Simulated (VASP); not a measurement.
Here is a VASP 6.6.1 calculation.

The input INCAR:

```
SYSTEM = Si2B3
PREC     = Accurate       ! precision mode
ENCUT    = 500            ! plane-wave cutoff, eV
EDIFF    = 1E-6           ! SCF threshold, eV
ISMEAR   = 0              ! smearing method
SIGMA    = 0.2            ! smearing width, eV
LREAL    = .False.        ! projectors in reciprocal space
LASPH    = .True.         ! aspherical terms in the spheres
NELM     = 120            ! most SCF steps
ALGO     = Normal         ! electronic algorithm
ISIF     = 2              ! what is computed and relaxed
LWAVE    = .False.        ! write WAVECAR
LCHARG   = .False.        ! write CHGCAR
GGA      = PE             ! functional
NBANDS   = 16             ! bands
GGA_COMPAT= .False.
```

File KPOINTS:

```
regular mesh
0
Gamma
  5 5 3
  0 0 0
```

File POSCAR:

```
Si2B3
1.0
    3.0842310312      0.0000000000      0.0000000000
   -1.5421155156      2.6710224241      0.0000000000
    0.0000000000      0.0000000000      5.7662113389
Si B
2 3
Direct
    0.6666666667      0.3333333333      0.8137327783
    0.3333333333      0.6666666667      0.1862672217
    0.0000000000      0.0000000000      0.0000000000
    0.3333333333      0.6666666667      0.5263043786
    0.6666666667      0.3333333333      0.4736956214
```

Potentials or basis: VASP PAW PBE potentials, release 64 (Si, B).

Launch:

```sh
$ cat potpaw_PBE.64/Si/POTCAR potpaw_PBE.64/B/POTCAR > POTCAR
$ mpirun -np 1 vasp_std > vasp.out
```

Question: Estimate the pressure.

Answer: 0.0 GPa.

Question: Estimate the largest force.

Answer: 0.006 eV/Å.

Forces on the atoms (eV/Å):
```
Si   0.000  0.000 -0.006
Si   0.000  0.000  0.006
B    0.000  0.000  0.000
B    0.000  0.000 -0.001
B    0.000  0.000  0.001
```

Caveat: the k points lie up to 0.47 Å⁻¹ apart.
